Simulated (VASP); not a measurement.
# SnTe (Fm-3m) in VASP: settings compared

The runs below take SnTe through vibrations by perturbation theory, with PBEsol, PBE.

All numbers are computed with VASP 6.6.1; they aren't measurements. Logs are shortened: lines on timing, memory, paths and dates and some standing lists are left out, and cuts for length are marked.

## Step 1: The cell of the first run

It takes space group Fm-3m (No. 225, cubic). The conventional cell has a = 6.302 Å, b = 6.302 Å, c = 6.302 Å, α = 90.00°, β = 90.00°, γ = 90.00°. Te (site symmetry m-3m) has 6 Sn at 3.15 Å within 4.1 Å. Sn (site symmetry m-3m) has 6 Te at 3.15 Å within 4.1 Å.

## Step 2: Vibrations by perturbation theory, PBEsol

INCAR

```
SYSTEM = SnTe
ALGO = Normal ; EDIFF = 1E-8
ENCUT = 520 ; GGA = PS
IBRION = 8 ; ISIF = 2
ISMEAR = -1 ; LASPH = .TRUE.
LCHARG = .TRUE. ; LREAL = .FALSE.
LWAVE = .FALSE. ; NELM = 80
NSW = 1 ; PREC = Accurate
SIGMA = 0.05
```

KPOINTS

```
k-points
0
G
  5 5 5
  0 0 0
```

POSCAR

```
SnTe
1.0
    0.0000000000      3.1508500000      3.1508500000
    3.1508500000      0.0000000000      3.1508500000
    3.1508500000      3.1508500000      0.0000000000
Te Sn
1 1
Direct
    0.5000000000      0.5000000000      0.5000000000
    0.0000000000      0.0000000000      0.0000000000
```

Potentials or basis: VASP PAW PBE potentials, release 64 (Te, Sn_d).

Started as:

```console
$ cat potpaw_PBE.64/Te/POTCAR potpaw_PBE.64/Sn_d/POTCAR > POTCAR
$ mpirun -np 1 vasp_std > vasp.out
```

OUTCAR:

```text
SYSTEM = SnTe
   EDIFF = 1E-8
   ENCUT = 520
   GGA = PS
   IBRION = 8
   ISIF = 2
   ISMEAR = -1
   LASPH = .TRUE.
   LREAL = .FALSE.
   NELM = 80
   NSW = 1
   PREC = Accurate

 ion  position               nearest neighbor table
   1  0.500  0.500  0.500-   2 3.15   2 3.15   2 3.15   2 3.15   2 3.15   2 3.15
   2  0.000  0.000  0.000-   1 3.15   1 3.15   1 3.15   1 3.15   1 3.15   1 3.15

  LATTYP: Found a face centered cubic cell.
 ALAT       =     6.3017000000

  Lattice vectors:

 A1 = (   0.0000000000,   3.1508500000,   3.1508500000)
 A2 = (   3.1508500000,   0.0000000000,   3.1508500000)
 A3 = (   3.1508500000,   3.1508500000,   0.0000000000)

Analysis of symmetry for initial positions (statically):
[... 33 lines left out ...]
                                     Primitive cell

  volume of cell :      62.5624

  direct lattice vectors                    reciprocal lattice vectors
     0.000000000  3.150850000  3.150850000    -0.158687338  0.158687338  0.158687338
     3.150850000  0.000000000  3.150850000     0.158687338 -0.158687338  0.158687338
     3.150850000  3.150850000  0.000000000     0.158687338  0.158687338 -0.158687338

  length of vectors
     4.455974803  4.455974803  4.455974803     0.274854533  0.274854533  0.274854533

  position of ions in fractional coordinates (direct lattice)
     0.500000000  0.500000000  0.500000000
     0.000000000  0.000000000  0.000000000

  ion indices of the primitive-cell ions
   primitive index   ion index
                 1           1
                 2           2

----------------------------------------------------------------------------------------

 KPOINTS: k-points

Automatic generation of k-mesh.
 Grid dimensions read from file:
 generate k-points for:    5    5    5

 Generating k-lattice:

  Cartesian coordinates                     Fractional coordinates (reciprocal lattice)
    -0.031737468  0.031737468  0.031737468     0.200000000  0.000000000  0.000000000
     0.031737468 -0.031737468  0.031737468     0.000000000  0.200000000  0.000000000
     0.031737468  0.031737468 -0.031737468     0.000000000  0.000000000  0.200000000

  Length of vectors
     0.054970907  0.054970907  0.054970907

  Shift w.r.t. Gamma in fractional coordinates (k-lattice)
     0.000000000  0.000000000  0.000000000

 Subroutine IBZKPT returns following result:
 ===========================================

 Found     10 irreducible k-points:

 Following reciprocal coordinates:
            Coordinates               Weight
  0.000000  0.000000  0.000000      1.000000
  0.200000  0.000000  0.000000      8.000000
  0.400000  0.000000  0.000000      8.000000
  0.200000  0.200000  0.000000      6.000000
  0.400000  0.200000  0.000000     24.000000
 -0.400000  0.200000  0.000000     24.000000
 -0.200000  0.200000  0.000000     12.000000
  0.400000  0.400000  0.000000      6.000000
 -0.400000  0.400000  0.000000     12.000000
 -0.400000  0.400000  0.200000     24.000000
   k-points           NKPTS =     10   k-points in BZ     NKDIM =     10   number of bands    NBANDS=     14
   number of dos      NEDOS =    301   number of ions     NIONS =      2
   total plane-waves  NPLWV =  46656
   dimension x,y,z NGX =    36 NGY =   36 NGZ =   36
   dimension x,y,z NGXF=    72 NGYF=   72 NGZF=   72
   ions per type =               1   1
   NGX,Y,Z   is equivalent  to a cutoff of  13.43, 13.43, 13.43 a.u.
   NGXF,Y,Z  is equivalent  to a cutoff of  26.86, 26.86, 26.86 a.u.
 SYSTEM =  SnTe
   PREC   = accura    normal or accurate (medium, high low for compatibility)
   ISTART =      0    job   : 0-new  1-cont  2-samecut
   ICHARG =      2    charge: 1-file 2-atom 10-const
   ISPIN  =      1    spin polarized calculation?
   LNONCOLLINEAR =      F non collinear calculations
   LSORBIT =      F    spin-orbit coupling
   LASPH  =      T    aspherical Exc in radial PAW
   ENCUT  =  520.0 eV  38.22 Ry    6.18 a.u.   8.29  8.29  8.29*2*pi/ulx,y,z
   NELM   =     80;   NELMIN=  2; NELMDL= -5     # of ELM steps
   EDIFF  = 0.1E-07   stopping-criterion for ELM
   LREAL  =      F    real-space projection
   EDIFFG = 0.1E-06   stopping-criterion for IOM
   NSW    =      1    number of steps for IOM
   IBRION =      8    ionic relax: 0-MD 1-quasi-New 2-CG
   NFREE  =      0    steps in history (QN), initial steepest desc. (CG)
   ISIF   =      2    stress and relaxation
   ISYM   =      2    0-nonsym 1-usesym 2-fastsym
   POTIM  = 0.5000    time-step for ionic-motion
   TEBEG  =    0.0;   TEEND  =   0.0 temperature during run
   PSTRESS=    0.0 pullay stress
   NELECT =      20.0000    total number of electrons
   NUPDOWN=      -1.0000    fix difference up-down
   EMIN   =  10.00;   EMAX   =-10.00  energy-range for DOS
   EFERMI =   0.00;   METHOD = LEGACY
   ISMEAR =    -1;   SIGMA  =   0.05  broadening in eV -4-tet -1-fermi 0-gaus
   EFERMI_NEDOS =   21; number of points for ismear=-14 and -15
   IALGO  =     38    algorithm
   IMIX   =      4    mixing-type and parameters
     AMIX     =   0.40;   BMIX     =  1.00
     AMIX_MAG =   1.60;   BMIX_MAG =  1.00
  volume/ion in A,a.u.               =      31.28       211.10
  Fermi-wavevector in a.u.,A,eV,Ry     =   1.119387  2.115336 17.048485  1.253028
  Thomas-Fermi vector in A             =   2.256026
   LORBIT       =      0    0 simple, 1 ext, 2 COOP (PROOUT), +10 PAW based schemes
   GGA     = PS    functional components
   LHFCALC =     F    Hartree Fock is set to
   AEXX    =    0.0000 exact exchange contribution
   IVDW    =     0    specifies the selected vdW correction
   LEPSILON=     F    determine dielectric tensor
   LRPA    =     F    only Hartree local field effects (RPA)
 non-spin polarized calculation
  energy-cutoff  :      520.00
  volume of cell :       62.56
 maximum number of plane-waves:      1694
 NGX is ok and might be reduce to    36
   NGX = 17   NGY = 17   NGZ = 17

--------------------------------------- Ionic step        1  -------------------------------------------

 number of electron      19.9999998 magnetization

 Free energy of the ion-electron system (eV)
  ---------------------------------------------------
  ext. energy  EPLUGINS =         0.00000000
  ---------------------------------------------------
  free energy    TOTEN  =        -8.34596094 eV

  energy without entropy =       -8.34591327  energy(sigma->0) =       -8.34593710

 E-fermi :   6.8804     XC(G=0):  -9.6584

 val. band max:        6.4516629635   @ k =  -0.2000   0.2000   0.0000
 cond. band min:       7.3390480358   @ k =   0.4000   0.0000   0.0000
 fundamental gap:      0.8873850723
 Fermi energy:         6.8804478897

 k-point     1 :       0.0000    0.0000    0.0000
  band No.  band energies     occupation
      1     -14.9929      2.00000
      2     -14.9929      2.00000
      3     -14.9853      2.00000
      4     -14.9853      2.00000
      5     -14.9853      2.00000
      6      -6.0238      2.00000
      7       2.0833      2.00000
      8       4.6648      2.00000
      9       4.6648      2.00000
     10       4.6648      2.00000
     11      10.1305      0.00000
     12      10.1305      0.00000
     13      10.1305      0.00000
     14      11.5161      0.00000
[... 137 lines left out ...]
 k-point    10 :      -0.4000    0.4000    0.2000
  band No.  band energies     occupation
      1     -15.0044      2.00000
      2     -14.9931      2.00000
      3     -14.9840      2.00000
      4     -14.9795      2.00000
      5     -14.9754      2.00000
      6      -4.4841      2.00000
      7      -0.7139      2.00000
      8       2.3633      2.00000
      9       2.4442      2.00000
     10       5.5673      2.00000
     11       7.9277      0.00000
     12      10.7092      0.00000
     13      11.1964      0.00000
     14      12.2011      0.00000

------------------------ aborting loop because EDIFF is reached ----------------------------------------

  FORCE on cell =-STRESS in cart. coord.  units (eV):
  Direction    XX          YY          ZZ          XY          YZ          ZX
  --------------------------------------------------------------------------------------
  -------------------------------------------------------------------------------------
  Total       -0.1487112     -0.1487112     -0.1487112     -0.0000000     -0.0000000     -0.0000000
  in kB       -3.8083858     -3.8083858     -3.8083858     -0.0000000     -0.0000000     -0.0000000
  external PRESSURE =      -3.8083858 kB  Pullay stress =       0.0000000 kB

 VOLUME and BASIS-vectors are now :
 -----------------------------------------------------------------------------
  energy-cutoff  :      520.00
  volume of cell :       62.56
      direct lattice vectors                 reciprocal lattice vectors
     0.000000000  3.150850000  3.150850000    -0.158687338  0.158687338  0.158687338
     3.150850000  0.000000000  3.150850000     0.158687338 -0.158687338  0.158687338
     3.150850000  3.150850000  0.000000000     0.158687338  0.158687338 -0.158687338

 POSITION                                       TOTAL-FORCE (eV/Angst)
 -----------------------------------------------------------------------------------
      3.15085      3.15085      3.15085         0.000000     -0.000000     -0.000000
      0.00000      0.00000      0.00000         0.000000      0.000000      0.000000
 -----------------------------------------------------------------------------------
    total drift:                               -0.000000      0.000000      0.000000

  FREE ENERGIE OF THE ION-ELECTRON SYSTEM (eV)
  ---------------------------------------------------
  free  energy   TOTEN  =        -8.3459609390 eV

  energy  without entropy=       -8.3459132710  energy(sigma->0) =       -8.34593710

[... ionic steps 2 to 3 ...]

--------------------------------------- Ionic step        4  -------------------------------------------

------------------------ aborting loop because EDIFF is reached ----------------------------------------

[... ionic steps 5 to 6 ...]

--------------------------------------- Ionic step        7  -------------------------------------------

 Free energy of the ion-electron system (eV)
  ---------------------------------------------------
  ---------------------------------------------------
  free energy    TOTEN  =        -0.22031290 eV

  energy without entropy =       -0.22031290

------------------------ aborting loop because EDIFF is reached ----------------------------------------

 INTERNAL STRAIN TENSOR  FOR ION    2  DIRECTION 1   (eV/Angst):
 -----------------------------------------------------------------------------
     0.02850  0.00000  0.00000
     0.00000  0.01017  0.00000
     0.00000  0.00000  0.01017

 INTERNAL STRAIN TENSOR FOR ION    2 for displacements in x,y,z  (eV/Angst):
          X           Y           Z          XY          YZ          ZX
  --------------------------------------------------------------------------------
  x     0.00000     0.00000     0.00000     0.00000     0.00000     0.00000
  y     0.00000     0.00000     0.00000     0.00000     0.00000     0.00000
  z     0.00000     0.00000     0.00000     0.00000     0.00000     0.00000

 SECOND DERIVATIVES (NOT SYMMETRIZED)
 ------------------------------------
               1X          1Y          1Z          2X          2Y          2Z
  1X     0.285708    0.000000    0.000000   -0.285708    0.000000    0.000000
  1Y     0.000000    0.285708    0.000000    0.000000   -0.285708    0.000000
  1Z     0.000000    0.000000    0.285708    0.000000    0.000000   -0.285708
  2X    -0.291812    0.000000    0.000000    0.291812    0.000000    0.000000
  2Y     0.000000   -0.291812    0.000000    0.000000    0.291812    0.000000
  2Z     0.000000    0.000000   -0.291812    0.000000    0.000000    0.291812

 Eigenvectors and eigenvalues of the dynamical matrix
 ----------------------------------------------------

   1 f  =    0.005656 THz     0.035540 2PiTHz    0.188679 cm-1     0.023393 meV
             X         Y         Z           dx          dy          dz
      3.150850  3.150850  3.150850     0.000000    0.326995   -0.645287
      0.000000  0.000000  0.000000     0.000000    0.312083   -0.615860

   2 f  =    0.005656 THz     0.035540 2PiTHz    0.188679 cm-1     0.023393 meV
             X         Y         Z           dx          dy          dz
      3.150850  3.150850  3.150850     0.000000    0.645287    0.326995
      0.000000  0.000000  0.000000     0.000000    0.615860    0.312083

   3 f  =    0.005656 THz     0.035540 2PiTHz    0.188679 cm-1     0.023393 meV
             X         Y         Z           dx          dy          dz
      3.150850  3.150850  3.150850    -0.723409    0.000000    0.000000
      0.000000  0.000000  0.000000    -0.690419    0.000000    0.000000

   4 f/i=    1.071470 THz     6.732245 2PiTHz   35.740392 cm-1     4.431242 meV
             X         Y         Z           dx          dy          dz
      3.150850  3.150850  3.150850    -0.690419    0.000000    0.000000
      0.000000  0.000000  0.000000     0.723409    0.000000    0.000000

   5 f/i=    1.071470 THz     6.732245 2PiTHz   35.740392 cm-1     4.431242 meV
             X         Y         Z           dx          dy          dz
      3.150850  3.150850  3.150850     0.000000    0.000000   -0.690419
      0.000000  0.000000  0.000000     0.000000   -0.000000    0.723409

   6 f/i=    1.071470 THz     6.732245 2PiTHz   35.740392 cm-1     4.431242 meV
             X         Y         Z           dx          dy          dz
      3.150850  3.150850  3.150850     0.000000    0.690419   -0.000000
      0.000000  0.000000  0.000000     0.000000   -0.723409   -0.000000

--------------------------------------------------------------------------------------------------------

 ELASTIC MODULI CONTR FROM IONIC RELAXATION (kBar)
 Direction    XX          YY          ZZ          XY          YZ          ZX
 --------------------------------------------------------------------------------
 XX           0.0000      0.0000      0.0000      0.0000      0.0000      0.0000
 YY           0.0000      0.0000      0.0000      0.0000      0.0000      0.0000
 ZZ           0.0000      0.0000      0.0000      0.0000      0.0000      0.0000
 XY           0.0000      0.0000      0.0000      0.0000      0.0000      0.0000
 YZ           0.0000      0.0000      0.0000      0.0000      0.0000      0.0000
 ZX           0.0000      0.0000      0.0000      0.0000      0.0000      0.0000
 --------------------------------------------------------------------------------
```

It took 81 s on 1 thread of Intel Xeon Platinum 8488C (Sapphire Rapids), shared host; peak memory 0.26 GiB.

Results:

- Highest phonon frequency at Γ, LO-TO splitting left out: 0 cm⁻¹
- Most unstable mode: 36i cm⁻¹

Phonon frequencies in cm⁻¹ (negative: imaginary):
| q point | frequencies |
| --- | --- |
| (0.000, 0.000, 0.000) | -36 -36 -36 0 0 0 |

Caveat: some modes are imaginary; this odd mesh misses L, where the gap lies, so gap, dielectric constants and Born charges aren't listed; the PAW data sets were made with another functional, which shifts forces and pressure a little; spin-orbit coupling is left out, which moves the levels of the heavy elements.

## Step 3: Vibrations by perturbation theory, PBE

INCAR

```
SYSTEM = SnTe
  ALGO = Normal
  EDIFF = 1E-8
  ENCUT = 520
  GGA = PE
  IBRION = 8
  ISIF = 2
  ISMEAR = -1
  LASPH = .TRUE.
  LCHARG = .FALSE.
  LREAL = .FALSE.
  LWAVE = .FALSE.
  NBANDS = 17
  NELM = 100
  NSW = 1
  PREC = Accurate
  SIGMA = 0.05
```

KPOINTS is that of step 2.

POSCAR is that of step 2.

Potentials or basis: VASP PAW PBE potentials, release 64 (Te, Sn_d).

Started as:

```console
$ cat potpaw_PBE.64/Te/POTCAR potpaw_PBE.64/Sn_d/POTCAR > POTCAR
$ mpirun -np 1 vasp_std > vasp.out
```

OUTCAR:

```text
SYSTEM = SnTe
   EDIFF = 1E-8
   ENCUT = 520
   GGA = PE
   IBRION = 8
   ISIF = 2
   ISMEAR = -1
   LASPH = .TRUE.
   LREAL = .FALSE.
   NELM = 100
   NSW = 1
   PREC = Accurate

 ion  position               nearest neighbor table
   1  0.500  0.500  0.500-   2 3.15   2 3.15   2 3.15   2 3.15   2 3.15   2 3.15
   2  0.000  0.000  0.000-   1 3.15   1 3.15   1 3.15   1 3.15   1 3.15   1 3.15

  LATTYP: Found a face centered cubic cell.
[... 442 lines left out ...]
               1X          1Y          1Z          2X          2Y          2Z
  1X     0.147690    0.000000    0.000000   -0.147690    0.000000    0.000000
  1Y     0.000000    0.147690    0.000000    0.000000   -0.147690    0.000000
  1Z     0.000000    0.000000    0.147690    0.000000    0.000000   -0.147690
  2X    -0.153831    0.000000    0.000000    0.153831    0.000000    0.000000
  2Y     0.000000   -0.153831    0.000000    0.000000    0.153831    0.000000
  2Z     0.000000    0.000000   -0.153831    0.000000    0.000000    0.153831

 Eigenvectors and eigenvalues of the dynamical matrix
 ----------------------------------------------------

   1 f  =    0.007874 THz     0.049475 2PiTHz    0.262653 cm-1     0.032565 meV
             X         Y         Z           dx          dy          dz
      3.150850  3.150850  3.150850     0.296701    0.627733   -0.214764
      0.000000  0.000000  0.000000     0.280411    0.593269   -0.202973
[... 21 lines left out ...]
   6 f/i=    0.774370 THz     4.865511 2PiTHz   25.830205 cm-1     3.202536 meV
             X         Y         Z           dx          dy          dz
      3.150850  3.150850  3.150850    -0.686875   -0.000000   -0.000000
      0.000000  0.000000  0.000000     0.726776    0.000000   -0.000000

--------------------------------------------------------------------------------------------------------

 ELASTIC MODULI CONTR FROM IONIC RELAXATION (kBar)
 Direction    XX          YY          ZZ          XY          YZ          ZX
 --------------------------------------------------------------------------------
 XX           0.0000      0.0000      0.0000      0.0000      0.0000      0.0000
 YY           0.0000      0.0000      0.0000      0.0000      0.0000      0.0000
 ZZ           0.0000      0.0000      0.0000      0.0000      0.0000      0.0000
 XY           0.0000      0.0000      0.0000      0.0000      0.0000      0.0000
 YZ           0.0000      0.0000      0.0000      0.0000      0.0000      0.0000
 ZX           0.0000      0.0000      0.0000      0.0000      0.0000      0.0000
 --------------------------------------------------------------------------------
```

OSZICAR:

```text
N       E                     dE             d eps       ncg     rms          rms(c)
DAV:   1     0.124783769478E+03    0.12478E+03   -0.95810E+03   340   0.133E+03
DAV:   2     0.333322903769E+01   -0.12145E+03   -0.11828E+03   356   0.323E+02
DAV:   3    -0.729469814958E+01   -0.10628E+02   -0.10569E+02   444   0.867E+01
DAV:   4    -0.758555057368E+01   -0.29085E+00   -0.29069E+00   370   0.153E+01
[... 46 lines left out ...]
RMM:   9    -0.219835250879E+00   -0.98652E-07   -0.73084E-08  1267   0.485E-04    0.216E-04
RMM:  10    -0.219835055240E+00    0.19564E-06    0.27948E-07  1248   0.235E-04    0.139E-04
RMM:  11    -0.219834957340E+00    0.97900E-07    0.32663E-07  1282   0.128E-04    0.529E-05
RMM:  12    -0.219834852496E+00    0.10484E-06    0.16311E-07  1232   0.857E-05    0.972E-06
RMM:  13    -0.219834840009E+00    0.12487E-07    0.24767E-08  1316   0.587E-05    0.767E-06
RMM:  14    -0.219834830707E+00    0.93018E-08    0.15596E-08  1115   0.480E-05    0.615E-06
 Linear response finished
```

Run time: 85 s. Hardware: 1 thread of Intel Xeon Platinum 8488C (Sapphire Rapids), shared host; peak memory 0.26 GiB.

Results:

| Item | Value |
| --- | --- |
| Highest phonon frequency at Γ, LO-TO splitting left out | 0 cm⁻¹ |
| Most unstable mode | 26i cm⁻¹ |

Phonon frequencies in cm⁻¹ (negative: imaginary):
```csv
q point,frequencies
"(0.000, 0.000, 0.000)",-26 -26 -26 0 0 0
```

Caveat: the cell wasn't relaxed at this level first, which shifts response properties; some modes are imaginary; this odd mesh misses L, where the gap lies, so gap, dielectric constants and Born charges aren't listed; spin-orbit coupling is left out, which moves the levels of the heavy elements.
